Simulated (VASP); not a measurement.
# Re (Fd-3m) in VASP: notebook, part 2 of 2

VASP 6.6.1. The steps go on from the part before.

### Step 4. Relaxation of cell and atoms, PBE

INCAR

```
SYSTEM = Re
ALGO = Normal ; EDIFF = 1E-7
EDIFFG = -0.04 ; ENCUT = 600
GGA = PE ; GGA_COMPAT = .FALSE.
IBRION = 2 ; ISIF = 3
ISMEAR = 0 ; LASPH = .TRUE.
LCHARG = .FALSE. ; LREAL = .FALSE.
LWAVE = .FALSE. ; NELM = 120
NELMIN = 4 ; NSW = 90
PREC = Accurate ; SIGMA = 0.1
```

KPOINTS

```
k-points
0
G
  6 6 6
  0 0 0
```

POSCAR

```
Re
1.0
    0.0000000000      2.5672739409      2.5672739409
    2.5672739409      0.0000000000      2.5672739409
    2.5672739409      2.5672739409      0.0000000000
Re
2
Direct
    0.5000000000      0.5000000000      0.5000000000
    0.7500000000      0.7500000000      0.7500000000
```

Potentials or basis: VASP PAW PBE potentials, release 64 (Re).

Launch:

```sh
$ cat potpaw_PBE.64/Re/POTCAR > POTCAR
$ mpirun -np 1 vasp_std > vasp.out
```

OUTCAR:

```text
SYSTEM = Re
   EDIFF = 1E-7
   EDIFFG = -0.04
   ENCUT = 600
   GGA = PE
   IBRION = 2
   ISIF = 3
   ISMEAR = 0
   LASPH = .TRUE.
   LREAL = .FALSE.
   NELM = 120
   NELMIN = 4
   NSW = 90
   PREC = Accurate

 ion  position               nearest neighbor table
   1  0.500  0.500  0.500-   2 2.22   2 2.22   2 2.22   2 2.22
   2  0.750  0.750  0.750-   1 2.22   1 2.22   1 2.22   1 2.22

  LATTYP: Found a face centered cubic cell.
 ALAT       =     5.1345478818

  Lattice vectors:

 A1 = (   0.0000000000,   2.5672739409,   2.5672739409)
 A2 = (   2.5672739409,   0.0000000000,   2.5672739409)
 A3 = (   2.5672739409,   2.5672739409,   0.0000000000)

Analysis of symmetry for initial positions (statically):
=====================================================================
 Subroutine PRICEL returns:
 Original cell was already a primitive cell.

 Routine SETGRP: Setting up the symmetry group for a
 face centered cubic supercell.

 Subroutine GETGRP returns: Found 48 space group operations
 (whereof 24 operations were pure point group operations)
 out of a pool of 48 trial point group operations.

The static configuration has the point symmetry T_d .
 The point group associated with its full space group is O_h .

Analysis of symmetry for dynamics (positions and initial velocities):
=====================================================================
 Subroutine PRICEL returns:
 Original cell was already a primitive cell.

 Routine SETGRP: Setting up the symmetry group for a
 face centered cubic supercell.

 Subroutine GETGRP returns: Found 48 space group operations
 (whereof 24 operations were pure point group operations)
 out of a pool of 48 trial point group operations.

The dynamic configuration has the point symmetry T_d .
 The point group associated with its full space group is O_h .

 Subroutine INISYM returns: Found 48 space group operations
 (whereof 24 operations are pure point group operations),
 and found     1 'primitive' translations

----------------------------------------------------------------------------------------

                                     Primitive cell

  volume of cell :      33.8413

  direct lattice vectors                    reciprocal lattice vectors
     0.000000000  2.567273941  2.567273941    -0.194759115  0.194759115  0.194759115
     2.567273941  0.000000000  2.567273941     0.194759115 -0.194759115  0.194759115
     2.567273941  2.567273941  0.000000000     0.194759115  0.194759115 -0.194759115

  length of vectors
     3.630673626  3.630673626  3.630673626     0.337332682  0.337332682  0.337332682

  position of ions in fractional coordinates (direct lattice)
     0.500000000  0.500000000  0.500000000
     0.750000000  0.750000000  0.750000000

  ion indices of the primitive-cell ions
   primitive index   ion index
                 1           1
                 2           2

----------------------------------------------------------------------------------------

 KPOINTS: k-points

Automatic generation of k-mesh.
 Grid dimensions read from file:
 generate k-points for:    6    6    6

 Generating k-lattice:

  Cartesian coordinates                     Fractional coordinates (reciprocal lattice)
    -0.032459852  0.032459852  0.032459852     0.166666667  0.000000000  0.000000000
     0.032459852 -0.032459852  0.032459852     0.000000000  0.166666667  0.000000000
     0.032459852  0.032459852 -0.032459852     0.000000000  0.000000000  0.166666667

  Length of vectors
     0.056222114  0.056222114  0.056222114

  Shift w.r.t. Gamma in fractional coordinates (k-lattice)
     0.000000000  0.000000000  0.000000000

 Subroutine IBZKPT returns following result:
 ===========================================

 Found     16 irreducible k-points:

 Following reciprocal coordinates:
            Coordinates               Weight
  0.000000  0.000000  0.000000      1.000000
  0.166667  0.000000  0.000000      8.000000
  0.333333  0.000000  0.000000      8.000000
  0.500000  0.000000  0.000000      4.000000
  0.166667  0.166667  0.000000      6.000000
  0.333333  0.166667  0.000000     24.000000
[... 8 lines left out ...]
 -0.333333  0.333333  0.166667     24.000000
 -0.333333  0.500000  0.166667     12.000000
   k-points           NKPTS =     16   k-points in BZ     NKDIM =     16   number of bands    NBANDS=     11
   number of dos      NEDOS =    301   number of ions     NIONS =      2
   total plane-waves  NPLWV =  27000
   dimension x,y,z NGX =    30 NGY =   30 NGZ =   30
   dimension x,y,z NGXF=    60 NGYF=   60 NGZF=   60
   ions per type =               2
   NGX,Y,Z   is equivalent  to a cutoff of  13.74, 13.74, 13.74 a.u.
   NGXF,Y,Z  is equivalent  to a cutoff of  27.47, 27.47, 27.47 a.u.
 SYSTEM =  Re
   PREC   = accura    normal or accurate (medium, high low for compatibility)
   ISTART =      0    job   : 0-new  1-cont  2-samecut
   ICHARG =      2    charge: 1-file 2-atom 10-const
   ISPIN  =      1    spin polarized calculation?
   LNONCOLLINEAR =      F non collinear calculations
   LSORBIT =      F    spin-orbit coupling
   LASPH  =      T    aspherical Exc in radial PAW
   ENCUT  =  600.0 eV  44.10 Ry    6.64 a.u.   7.25  7.25  7.25*2*pi/ulx,y,z
   NELM   =    120;   NELMIN=  4; NELMDL= -5     # of ELM steps
   EDIFF  = 0.1E-06   stopping-criterion for ELM
   LREAL  =      F    real-space projection
   EDIFFG = -.4E-01   stopping-criterion for IOM
   NSW    =     90    number of steps for IOM
   IBRION =      2    ionic relax: 0-MD 1-quasi-New 2-CG
   NFREE  =      1    steps in history (QN), initial steepest desc. (CG)
   ISIF   =      3    stress and relaxation
   ISYM   =      2    0-nonsym 1-usesym 2-fastsym
   POTIM  = 0.5000    time-step for ionic-motion
   TEBEG  =    0.0;   TEEND  =   0.0 temperature during run
   PSTRESS=    0.0 pullay stress
   NELECT =      14.0000    total number of electrons
   NUPDOWN=      -1.0000    fix difference up-down
   EMIN   =  10.00;   EMAX   =-10.00  energy-range for DOS
   EFERMI =   0.00;   METHOD = LEGACY
   ISMEAR =     0;   SIGMA  =   0.10  broadening in eV -4-tet -1-fermi 0-gaus
   EFERMI_NEDOS =   21; number of points for ismear=-14 and -15
   IALGO  =     38    algorithm
   IMIX   =      4    mixing-type and parameters
     AMIX     =   0.40;   BMIX     =  1.00
     AMIX_MAG =   1.60;   BMIX_MAG =  1.00
  volume/ion in A,a.u.               =      16.92       114.19
  Fermi-wavevector in a.u.,A,eV,Ry     =   1.219837  2.305159 20.245516  1.488003
  Thomas-Fermi vector in A             =   2.355076
   LORBIT       =      0    0 simple, 1 ext, 2 COOP (PROOUT), +10 PAW based schemes
   GGA     = PE    functional components
   LHFCALC =     F    Hartree Fock is set to
   AEXX    =    0.0000 exact exchange contribution
   IVDW    =     0    specifies the selected vdW correction
   LEPSILON=     F    determine dielectric tensor
   LRPA    =     F    only Hartree local field effects (RPA)
 conjugate gradient relaxation of ions
 non-spin polarized calculation
 Gauss-broadening in eV      SIGMA  =   0.10
  energy-cutoff  :      600.00
  volume of cell :       33.84
 maximum number of plane-waves:      1158
 NGX is ok and might be reduce to    30
   NGX = 15   NGY = 15   NGZ = 15

--------------------------------------- Ionic step        1  -------------------------------------------

 number of electron      14.0000000 magnetization

 Free energy of the ion-electron system (eV)
  ---------------------------------------------------
  ext. energy  EPLUGINS =         0.00000000
  ---------------------------------------------------
  free energy    TOTEN  =       -19.39948219 eV

  energy without entropy =      -19.39158217  energy(sigma->0) =      -19.39553218

 E-fermi :   6.3233     XC(G=0): -12.4575

 val. band max:        6.1006920787   @ k =   0.1667   0.0000   0.0000
 cond. band min:       6.3496679494   @ k =  -0.3333   0.3333   0.1667
 fundamental gap:      0.2489758706
 Fermi energy:         6.3232978660

 k-point     1 :       0.0000    0.0000    0.0000
  band No.  band energies     occupation
      1      -2.0487      2.00000
      2       1.6673      2.00000
      3       1.6673      2.00000
      4       3.3538      2.00000
      5       3.3538      2.00000
      6       3.3538      2.00000
      7       7.1267      0.00000
      8       7.1267      0.00000
      9       7.1267      0.00000
     10      12.2494      0.00000
     11      12.2494      0.00000
[... 580 lines left out ...]
  energy  without entropy=      -21.6755274345  energy(sigma->0) =      -21.68111110

--------------------------------------- Ionic step        5  -------------------------------------------

 number of electron      13.9999999 magnetization

 Free energy of the ion-electron system (eV)
  ---------------------------------------------------
  ext. energy  EPLUGINS =         0.00000000
  ---------------------------------------------------
  free energy    TOTEN  =       -21.70068437 eV

  energy without entropy =      -21.68947840  energy(sigma->0) =      -21.69508138

 E-fermi :   3.4942     XC(G=0): -11.0438

 val. band max:        3.4430484416   @ k =  -0.3333   0.3333   0.1667
 cond. band min:       3.4985703101   @ k =   0.5000   0.5000   0.0000
 fundamental gap:      0.0555218685
 Fermi energy:         3.4942088131

 k-point     1 :       0.0000    0.0000    0.0000
  band No.  band energies     occupation
      1      -3.3568      2.00000
      2       0.4784      2.00000
      3       0.4784      2.00000
      4       1.2362      2.00000
      5       1.2362      2.00000
      6       1.2362      2.00000
      7       4.1473      0.00000
      8       4.1473      0.00000
      9       4.1473      0.00000
     10       7.6305      0.00000
     11       7.6305      0.00000
[... 237 lines left out ...]
  FREE ENERGIE OF THE ION-ELECTRON SYSTEM (eV)
  ---------------------------------------------------
  free  energy   TOTEN  =       -21.7006843688 eV

  energy  without entropy=      -21.6894783954  energy(sigma->0) =      -21.69508138

 reached required accuracy - stopping structural energy minimisation
```

OSZICAR:

```text
N       E                     dE             d eps       ncg     rms          rms(c)
DAV:   1     0.500178812687E+02    0.50018E+02   -0.73833E+03   613   0.168E+03
DAV:   2    -0.121440118532E+02   -0.62162E+02   -0.55434E+02   602   0.325E+02
DAV:   3    -0.193864844151E+02   -0.72425E+01   -0.59560E+01   564   0.302E+02
[... 54 lines left out ...]
DAV:   4    -0.217006513991E+02   -0.13600E-03   -0.30088E-04   606   0.238E-01    0.952E-02
DAV:   5    -0.217006760758E+02   -0.24677E-04   -0.86858E-05   692   0.263E-01    0.446E-02
DAV:   6    -0.217006845561E+02   -0.84803E-05   -0.19426E-05   670   0.156E-01    0.544E-03
DAV:   7    -0.217006843008E+02    0.25536E-06   -0.24525E-07   328   0.290E-02    0.259E-03
DAV:   8    -0.217006843688E+02   -0.68046E-07   -0.87193E-07   495   0.951E-03
   5 F= -.21700684E+02 E0= -.21695081E+02  d E =-.230120E+01
```

Wall time 57 s (1 thread of Intel Xeon 8259CL, shared host); peak memory 0.17 GiB.

What came out:

| Item | Value |
| --- | --- |
| Free energy | -21.7007 eV |
| Relaxed volume | 22.34 Å³/atom |
| Relaxed cell | a = 3.983 Å, b = 3.983 Å, c = 3.983 Å, α = 60.00°, β = 60.00°, γ = 60.00° |
| Space group after relaxing (to 0.1 Å) | Fd-3m (No. 227) |
| Pressure after relaxing | 0.2 GPa |
| Band gap on the k mesh | zero (bands 7 and 8 overlap by 1.03 eV) |

Final structure:
```
Re
1.0
     0.00000    2.81633    2.81633
     2.81633    0.00000    2.81633
     2.81633    2.81633    0.00000
Re
2
Direct
  0.50000 0.50000 0.50000
  0.75000 0.75000 0.75000
```

Caveat: the volume moved by over 15 % at a fixed basis, so the end points are rough; spin-orbit coupling is left out, which moves the levels of the heavy elements.

### Step 5. Summary

```tsv
task	cell	gap on the mesh (eV)	pressure (GPa)
single point	a = 3.631 Å, angles 60.0°, 2 atoms	none	85.0
single point	a = 3.997 Å, angles 60.0°, 2 atoms	none	-1.6
relaxation of cell and atoms	relaxed from a = 3.631 Å, angles 60.0°, 2 atoms	none	0.2
```

Alike in all rows: level PBE; potentials or basis VASP PAW PBE potentials, release 64 (Re); no spin polarisation; k mesh 6 × 6 × 6; cutoff (eV) 600; smearing gaussian 0.1 eV.

Caveats: spin-orbit coupling is left out, which moves the levels of the heavy elements; the cell stands under pressure (at least some runs); the volume moved by over 15 % at a fixed basis, so the end points are rough (at least some runs).

Absolute energies hang on the potentials; compare differences alone.

The gap in the log of VASP goes by the Fermi energy; the results here count the filled bands.